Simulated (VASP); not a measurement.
# Sn (Fd-3m) in VASP: further runs

Runs on Sn. Level: PBEsol. Tasks: single point.

All numbers are computed with VASP 6.6.1; they aren't measurements. Logs are shortened: lines on timing, memory, paths and dates and some standing lists are left out, and cuts for length are marked.

## Step 1: The cell of the first run

The structure is cubic, space group Fd-3m (No. 227). The conventional cell has a = 6.423 Å, b = 6.423 Å, c = 6.423 Å, α = 90.00°, β = 90.00°, γ = 90.00°. Sn (site symmetry -43m) has 4 Sn at 2.78 Å within 3.7 Å.

## Step 2: Single point, PBEsol

The input, INCAR:

```
  PREC = Accurate
  ENCUT = 520
  EDIFF = 1E-7
  ISMEAR = -1
  SIGMA = 0.1
  LREAL = False
  LASPH = True
  NELM = 60
  ALGO = Normal
  ISIF = 2
  LWAVE = False
  LCHARG = False
  GGA = PS
  NBANDS = 21
```

The input, KPOINTS:

```
Automatic mesh
0
Gamma
  8 8 8
```

The input, POSCAR:

```
Sn
1.0
    0.0000000000      3.2116420575      3.2116420575
    3.2116420575      0.0000000000      3.2116420575
    3.2116420575      3.2116420575      0.0000000000
Sn
2
Direct
    0.0000000000      0.0000000000      0.0000000000
    0.2500000000      0.2500000000      0.2500000000
```

Potentials or basis: VASP PAW PBE potentials, release 64 (Sn_d).

On the command line:

```bash
cat potpaw_PBE.64/Sn_d/POTCAR > POTCAR
mpirun -np 1 vasp_std > vasp.out
```

OUTCAR:

```text
PREC = Accurate
   ENCUT = 520
   EDIFF = 1E-7
   ISMEAR = -1
   LREAL = False
   LASPH = True
   NELM = 60
   ISIF = 2
   GGA = PS

 ion  position               nearest neighbor table
   1  0.000  0.000  0.000-   2 2.78   2 2.78   2 2.78   2 2.78
   2  0.250  0.250  0.250-   1 2.78   1 2.78   1 2.78   1 2.78

  LATTYP: Found a face centered cubic cell.
 ALAT       =     6.4232841150

  Lattice vectors:

 A1 = (   0.0000000000,   3.2116420575,   3.2116420575)
 A2 = (   3.2116420575,   0.0000000000,   3.2116420575)
 A3 = (   3.2116420575,   3.2116420575,   0.0000000000)

Analysis of symmetry for initial positions (statically):
=====================================================================
 Subroutine PRICEL returns:
 Original cell was already a primitive cell.

 Routine SETGRP: Setting up the symmetry group for a
 face centered cubic supercell.

 Subroutine GETGRP returns: Found 48 space group operations
 (whereof 24 operations were pure point group operations)
 out of a pool of 48 trial point group operations.

The static configuration has the point symmetry T_d .
 The point group associated with its full space group is O_h .

Analysis of symmetry for dynamics (positions and initial velocities):
=====================================================================
 Subroutine PRICEL returns:
 Original cell was already a primitive cell.

 Routine SETGRP: Setting up the symmetry group for a
 face centered cubic supercell.

 Subroutine GETGRP returns: Found 48 space group operations
 (whereof 24 operations were pure point group operations)
 out of a pool of 48 trial point group operations.

The dynamic configuration has the point symmetry T_d .
 The point group associated with its full space group is O_h .

 Subroutine INISYM returns: Found 48 space group operations
 (whereof 24 operations are pure point group operations),
 and found     1 'primitive' translations

----------------------------------------------------------------------------------------

                                     Primitive cell

  volume of cell :      66.2539

  direct lattice vectors                    reciprocal lattice vectors
     0.000000000  3.211642058  3.211642058    -0.155683601  0.155683601  0.155683601
     3.211642058  0.000000000  3.211642058     0.155683601 -0.155683601  0.155683601
     3.211642058  3.211642058  0.000000000     0.155683601  0.155683601 -0.155683601

  length of vectors
     4.541947755  4.541947755  4.541947755     0.269651906  0.269651906  0.269651906

  position of ions in fractional coordinates (direct lattice)
     0.000000000  0.000000000  0.000000000
     0.250000000  0.250000000  0.250000000

  ion indices of the primitive-cell ions
   primitive index   ion index
                 1           1
                 2           2

----------------------------------------------------------------------------------------

 KPOINTS: Automatic mesh

Automatic generation of k-mesh.
 Grid dimensions read from file:
 generate k-points for:    8    8    8

 Generating k-lattice:

  Cartesian coordinates                     Fractional coordinates (reciprocal lattice)
    -0.019460450  0.019460450  0.019460450     0.125000000  0.000000000  0.000000000
     0.019460450 -0.019460450  0.019460450     0.000000000  0.125000000  0.000000000
     0.019460450  0.019460450 -0.019460450     0.000000000  0.000000000  0.125000000

  Length of vectors
     0.033706488  0.033706488  0.033706488

  Shift w.r.t. Gamma in fractional coordinates (k-lattice)
     0.000000000  0.000000000  0.000000000

 Subroutine IBZKPT returns following result:
 ===========================================

 Found     29 irreducible k-points:

 Following reciprocal coordinates:
            Coordinates               Weight
  0.000000  0.000000  0.000000      1.000000
  0.125000  0.000000  0.000000      8.000000
  0.250000  0.000000  0.000000      8.000000
  0.375000  0.000000  0.000000      8.000000
  0.500000  0.000000  0.000000      4.000000
  0.125000  0.125000  0.000000      6.000000
[... 16 lines left out ...]
  0.500000  0.250000  0.125000     48.000000
 -0.375000  0.250000  0.125000     24.000000
 [... further k-points ...]
   k-points           NKPTS =     29   k-points in BZ     NKDIM =     29   number of bands    NBANDS=     21
   number of dos      NEDOS =    301   number of ions     NIONS =      2
   total plane-waves  NPLWV =  46656
   dimension x,y,z NGX =    36 NGY =   36 NGZ =   36
   dimension x,y,z NGXF=    72 NGYF=   72 NGZF=   72
   ions per type =               2
   NGX,Y,Z   is equivalent  to a cutoff of  13.18, 13.18, 13.18 a.u.
   NGXF,Y,Z  is equivalent  to a cutoff of  26.35, 26.35, 26.35 a.u.
 SYSTEM =  unknown system
   PREC   = accura    normal or accurate (medium, high low for compatibility)
   ISTART =      0    job   : 0-new  1-cont  2-samecut
   ICHARG =      2    charge: 1-file 2-atom 10-const
   ISPIN  =      1    spin polarized calculation?
   LNONCOLLINEAR =      F non collinear calculations
   LSORBIT =      F    spin-orbit coupling
   LASPH  =      T    aspherical Exc in radial PAW
   ENCUT  =  520.0 eV  38.22 Ry    6.18 a.u.   8.45  8.45  8.45*2*pi/ulx,y,z
   NELM   =     60;   NELMIN=  2; NELMDL= -5     # of ELM steps
   EDIFF  = 0.1E-06   stopping-criterion for ELM
   LREAL  =      F    real-space projection
   EDIFFG = 0.1E-05   stopping-criterion for IOM
   NSW    =      0    number of steps for IOM
   IBRION =     -1    ionic relax: 0-MD 1-quasi-New 2-CG
   NFREE  =      0    steps in history (QN), initial steepest desc. (CG)
   ISIF   =      2    stress and relaxation
   ISYM   =      2    0-nonsym 1-usesym 2-fastsym
   POTIM  = 0.5000    time-step for ionic-motion
   TEBEG  =    0.0;   TEEND  =   0.0 temperature during run
   PSTRESS=    0.0 pullay stress
   NELECT =      28.0000    total number of electrons
   NUPDOWN=      -1.0000    fix difference up-down
   EMIN   =  10.00;   EMAX   =-10.00  energy-range for DOS
   EFERMI =   0.00;   METHOD = LEGACY
   ISMEAR =    -1;   SIGMA  =   0.10  broadening in eV -4-tet -1-fermi 0-gaus
   EFERMI_NEDOS =   21; number of points for ismear=-14 and -15
   IALGO  =     38    algorithm
   IMIX   =      4    mixing-type and parameters
     AMIX     =   0.40;   BMIX     =  1.00
     AMIX_MAG =   1.60;   BMIX_MAG =  1.00
  volume/ion in A,a.u.               =      33.13       223.55
  Fermi-wavevector in a.u.,A,eV,Ry     =   1.228543  2.321610 20.535518  1.509318
  Thomas-Fermi vector in A             =   2.363464
   LORBIT       =      0    0 simple, 1 ext, 2 COOP (PROOUT), +10 PAW based schemes
   GGA     = PS    functional components
   LHFCALC =     F    Hartree Fock is set to
   AEXX    =    0.0000 exact exchange contribution
   IVDW    =     0    specifies the selected vdW correction
   LEPSILON=     F    determine dielectric tensor
   LRPA    =     F    only Hartree local field effects (RPA)
 non-spin polarized calculation
  energy-cutoff  :      520.00
  volume of cell :       66.25
 maximum number of plane-waves:      1812
 NGX is ok and might be reduce to    36
   NGX = 17   NGY = 17   NGZ = 17

 number of electron      28.0000012 magnetization

 Free energy of the ion-electron system (eV)
  ---------------------------------------------------
  ext. energy  EPLUGINS =         0.00000000
  ---------------------------------------------------
  free energy    TOTEN  =        -8.43257154 eV

  energy without entropy =       -8.42494815  energy(sigma->0) =       -8.42875985

 E-fermi :   5.8076     XC(G=0):  -9.2012

 val. band max:        5.6075674792   @ k =   0.1250   0.0000   0.0000
 cond. band min:       5.8198321698   @ k =   0.5000   0.0000   0.0000
 fundamental gap:      0.2122646906
 Fermi energy:         5.8075702762

 k-point     1 :       0.0000    0.0000    0.0000
  band No.  band energies     occupation
      1     -15.8425      2.00000
      2     -15.8425      2.00000
      3     -15.8425      2.00000
      4     -15.7777      2.00000
      5     -15.7777      2.00000
      6     -15.4395      2.00000
[... 13 lines left out ...]
     20      13.8678      0.00000
     21      13.8678      0.00000

 k-point     2 :       0.1250    0.0000    0.0000
  band No.  band energies     occupation
      1     -15.8544      2.00000
      2     -15.8544      2.00000
      3     -15.8385      2.00000
      4     -15.7608      2.00000
      5     -15.7608      2.00000
      6     -15.4622      2.00000
[... 13 lines left out ...]
     20      12.9064      0.00000
     21      12.9064      0.00000

 k-point     3 :       0.2500    0.0000    0.0000
  band No.  band energies     occupation
      1     -15.8706      2.00000
      2     -15.8706      2.00000
      3     -15.8286      2.00000
      4     -15.7339      2.00000
      5     -15.7339      2.00000
      6     -15.4858      2.00000
[... 13 lines left out ...]
     20      12.6954      0.00000
     21      12.6954      0.00000

 k-point     4 :       0.3750    0.0000    0.0000
  band No.  band energies     occupation
      1     -15.8795      2.00000
      2     -15.8795      2.00000
      3     -15.8182      2.00000
      4     -15.7164      2.00000
      5     -15.7164      2.00000
      6     -15.4990      2.00000
[... 13 lines left out ...]
     20      13.5596      0.00000
     21      13.5596      0.00000

 k-point     5 :       0.5000    0.0000    0.0000
  band No.  band energies     occupation
      1     -15.8819      2.00000
      2     -15.8819      2.00000
      3     -15.8137      2.00000
      4     -15.7113      2.00000
      5     -15.7113      2.00000
      6     -15.5024      2.00000
[... 13 lines left out ...]
     20      14.6652      0.00000
     21      14.6652      0.00000
[... 382 lines left out ...]
     20      15.2836      0.00000
     21      16.3362      0.00000

 k-point    22 :       0.3750    0.2500    0.1250
  band No.  band energies     occupation
      1     -15.8865      2.00000
      2     -15.8846      2.00000
      3     -15.8140      2.00000
      4     -15.7215      2.00000
      5     -15.6788      2.00000
      6     -15.5650      2.00000
[... 13 lines left out ...]
     20      13.8067      0.00000
     21      14.2144      0.00000

 k-point    23 :       0.5000    0.2500    0.1250
  band No.  band energies     occupation
      1     -15.9065      2.00000
      2     -15.8939      2.00000
      3     -15.7795      2.00000
      4     -15.6976      2.00000
      5     -15.6582      2.00000
      6     -15.5801      2.00000
[... 13 lines left out ...]
     20      13.6533      0.00000
     21      14.8756      0.00000

 k-point    24 :      -0.3750    0.2500    0.1250
  band No.  band energies     occupation
      1     -15.9147      2.00000
      2     -15.8964      2.00000
      3     -15.7635      2.00000
      4     -15.6800      2.00000
      5     -15.6601      2.00000
      6     -15.5734      2.00000
[... 13 lines left out ...]
     20      14.3384      0.00000
     21      14.9638      0.00000

 [... further k-points ...]
[... 5 lines left out ...]
  --------------------------------------------------------------------------------------
  -------------------------------------------------------------------------------------
  Total        1.0503348      1.0503348      1.0503348      0.0000000      0.0000000     -0.0000000
  in kB       25.3996029     25.3996029     25.3996029      0.0000000      0.0000000     -0.0000000
  external PRESSURE =      25.3996029 kB  Pullay stress =       0.0000000 kB

 VOLUME and BASIS-vectors are now :
 -----------------------------------------------------------------------------
  energy-cutoff  :      520.00
  volume of cell :       66.25
      direct lattice vectors                 reciprocal lattice vectors
     0.000000000  3.211642058  3.211642058    -0.155683601  0.155683601  0.155683601
     3.211642058  0.000000000  3.211642058     0.155683601 -0.155683601  0.155683601
     3.211642058  3.211642058  0.000000000     0.155683601  0.155683601 -0.155683601

 POSITION                                       TOTAL-FORCE (eV/Angst)
 -----------------------------------------------------------------------------------
      0.00000      0.00000      0.00000         0.000000      0.000000      0.000000
      1.60582      1.60582      1.60582        -0.000000     -0.000000     -0.000000
 -----------------------------------------------------------------------------------
    total drift:                                0.000000      0.000000      0.000000

  FREE ENERGIE OF THE ION-ELECTRON SYSTEM (eV)
  ---------------------------------------------------
  free  energy   TOTEN  =        -8.4325715431 eV

  energy  without entropy=       -8.4249481509  energy(sigma->0) =       -8.42875985
```

Run time: 68 s. Hardware: 1 thread of AMD EPYC 7R43 (Zen 3), shared host; peak memory 0.17 GiB.

What came out:

```yaml
Free_energy: -8.4326 eV
Pressure: 2.5 GPa
Band_gap_on_the_k_mesh: zero (band 14 reaches 5.91 eV, above the bottom of band 15 at 5.82 eV)
```

Caveat: the PAW data sets were made with another functional, which shifts forces and pressure a little; spin-orbit coupling is left out, which moves the levels of the heavy elements.

## Step 3: Single point, PBEsol

This run uses another cell than the first one, of 33.80 Å³/atom, 1.020 times its volume.

The input, INCAR:

```
PREC = Accurate ; ENCUT = 520
EDIFF = 1E-6 ; ISMEAR = -1
SIGMA = 0.1 ; LREAL = F
LASPH = T ; NELM = 80
ALGO = Normal ; ISIF = 2
LWAVE = F ; LCHARG = F
GGA = PS ; NBANDS = 21
```

KPOINTS is that of step 2.

The input, POSCAR:

```
Sn
1.0
    0.0000000000      3.2333430000      3.2333430000
    3.2333430000      0.0000000000      3.2333430000
    3.2333430000      3.2333430000      0.0000000000
Sn
2
Direct
    0.0000000000      0.0000000000      0.0000000000
    0.2500000000      0.2500000000      0.2500000000
```

Potentials or basis: VASP PAW PBE potentials, release 64 (Sn_d).

On the command line:

```bash
cat potpaw_PBE.64/Sn_d/POTCAR > POTCAR
mpirun -np 1 vasp_std > vasp.out
```

Run time: 65 s. Hardware: 1 thread of AMD EPYC 7R43 (Zen 3), shared host; peak memory 0.17 GiB.

It converged, with:

```yaml
Free_energy: -8.4501 eV
Pressure: 1.5 GPa
Band_gap_on_the_k_mesh: zero (band 14 reaches 5.69 eV, above the bottom of band 15 at 5.56 eV)
```

Levels at points of the mesh, in eV from the Fermi level:
| k point | band 10 | band 11 | band 12 | band 13 | band 14 | band 15 | band 16 | band 17 | band 18 | band 19 |
| --- | --- | --- | --- | --- | --- | --- | --- | --- | --- | --- |
| (0.00, 0.00, 0.00) | -21.20 | -10.68 | -0.59 | 0.11 | 0.11 | 0.11 | 2.18 | 2.18 | 2.18 | 4.89 |
| (0.50, 0.00, 0.00) | -21.15 | -9.03 | -6.33 | -1.11 | -1.11 | -0.01 | 3.24 | 3.24 | 5.54 | 8.48 |
| (0.50, 0.50, 0.00) | -21.13 | -7.54 | -7.54 | -2.48 | -2.48 | 0.77 | 0.77 | 7.80 | 7.80 | 9.34 |

Caveat: the PAW data sets were made with another functional, which shifts forces and pressure a little; spin-orbit coupling is left out, which moves the levels of the heavy elements.

## Step 4: Single point, PBEsol

This run uses another cell than the first one, of 34.48 Å³/atom, 1.041 times its volume.

The input, INCAR:

```
SYSTEM = Sn
PREC = Accurate
ENCUT = 520
EDIFF = 1E-6
ISMEAR = -1
SIGMA = 0.1
LREAL = .False.
LASPH = .True.
NELM = 100
ALGO = Normal
ISIF = 2
LWAVE = .False.
LCHARG = .False.
GGA = PS
NBANDS = 21
```

The input, KPOINTS:

```
regular mesh
0
Gamma
  8 8 8
  0 0 0
```

The input, POSCAR:

```
Sn
1.0
    0.0000000000      3.2547564916      3.2547564916
    3.2547564916      0.0000000000      3.2547564916
    3.2547564916      3.2547564916      0.0000000000
Sn
2
Direct
    0.0000000000      0.0000000000      0.0000000000
    0.2500000000      0.2500000000      0.2500000000
```

On the command line:

```bash
cat potpaw_PBE.64/Sn_d/POTCAR > POTCAR
mpirun -np 1 vasp_std > vasp.out
```

Run time: 67 s. Hardware: 1 thread of AMD EPYC 7R43 (Zen 3), shared host; peak memory 0.17 GiB.

The run converged. Its results:

```
Free energy            : -8.4594 eV
Pressure               : 0.6 GPa
Band gap on the k mesh : zero (band 14 reaches 5.48 eV, above the bottom of band 15 at 5.31 eV)
```

Levels at points of the mesh, in eV from the Fermi level:
```
           k point  band 10  band 11  band 12  band 13  band 14  band 15  band 16  band 17  band 18  band 19
(0.00, 0.00, 0.00)   -21.17   -10.53    -0.72     0.13     0.13     0.13     2.19     2.19     2.19     4.89
(0.50, 0.00, 0.00)   -21.12    -8.92    -6.25    -1.07    -1.07    -0.04     3.25     3.25     5.57     8.40
(0.50, 0.50, 0.00)   -21.10    -7.46    -7.46    -2.40    -2.40     0.81     0.81     7.69     7.69     9.20
```

Caveat: the PAW data sets were made with another functional, which shifts forces and pressure a little; spin-orbit coupling is left out, which moves the levels of the heavy elements.

## Step 5: The runs side by side

```tsv
cell	gap on the mesh (eV)	pressure (GPa)
a = 4.542 Å, angles 60.0°, 2 atoms	none	2.5
a = 4.573 Å, angles 60.0°, 2 atoms	none	1.5
a = 4.603 Å, angles 60.0°, 2 atoms	none	0.6
```

Alike in all rows: task single point; level PBEsol; potentials or basis VASP PAW PBE potentials, release 64 (Sn_d); no spin polarisation; k mesh 8 × 8 × 8; cutoff (eV) 520; smearing fermi-dirac 0.1 eV.

Caveats: the PAW data sets were made with another functional, which shifts forces and pressure a little; spin-orbit coupling is left out, which moves the levels of the heavy elements.

Total energies depend on the potentials used, so only differences within one code and one set of settings carry meaning.
